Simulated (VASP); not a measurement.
Input of a VASP 6.6.1 run:

Contents of INCAR:

```
ALGO = Normal ; EDIFF = 1E-6
ENCUT = 520 ; GGA = PE
ISIF = 2 ; ISMEAR = -1
LASPH = T ; LCHARG = T
LELF = T ; LREAL = F
LVHAR = T ; LWAVE = F
NBANDS = 12 ; NELM = 60
PREC = Accurate ; SIGMA = 0.1
```

Contents of KPOINTS:

```
k-points
0
Gamma
  19 19 19
```

The input POSCAR:

```
Cu
1.0
    0.0000000000      1.7504853964      1.7504853964
    1.7504853964      0.0000000000      1.7504853964
    1.7504853964      1.7504853964      0.0000000000
Cu
1
Direct
    0.0000000000      0.0000000000      0.0000000000
```

Potentials or basis: VASP PAW PBE potentials, release 64 (Cu).

Launch:

```bash
$ cat potpaw_PBE.64/Cu/POTCAR > POTCAR
$ mpirun -np 1 vasp_std > vasp.out
```

**Question.** Estimate the pressure.

**Answer.** 20.5 GPa.
